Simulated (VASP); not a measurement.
A run of VASP 6.6.1 is set up as follows.

Contents of INCAR:

```
SYSTEM = KBr
ALGO = Normal ; EDIFF = 1E-7
ENCUT = 520 ; GGA = PE
ISIF = 2 ; ISMEAR = -1
LASPH = .TRUE. ; LCHARG = .TRUE.
LELF = .TRUE. ; LREAL = .FALSE.
LVHAR = .TRUE. ; LWAVE = .FALSE.
NBANDS = 15 ; NELM = 60
PREC = Accurate ; SIGMA = 0.03
```

The input KPOINTS:

```
k-points
0
G
  5 5 5
  0 0 0
```

Contents of POSCAR:

```
KBr
1.0
    0.0000000000      3.3000000000      3.3000000000
    3.3000000000      0.0000000000      3.3000000000
    3.3000000000      3.3000000000      0.0000000000
Br K
1 1
Direct
    0.5000000000      0.5000000000      0.5000000000
    0.0000000000      0.0000000000      0.0000000000
```

Potentials or basis: VASP PAW PBE potentials, release 64 (Br, K_sv).

Command:

```console
$ cat potpaw_PBE.64/Br/POTCAR potpaw_PBE.64/K_sv/POTCAR > POTCAR
$ mpirun -np 1 vasp_std > vasp.out
```

**Question.** Predict the band gap on the k mesh.

**Answer.** 4.43 eV, direct.

**Question.** What does it give for the pressure?

**Answer.** 0.8 GPa.

A hybrid or GW would open this gap; PBE tends to underestimate it.
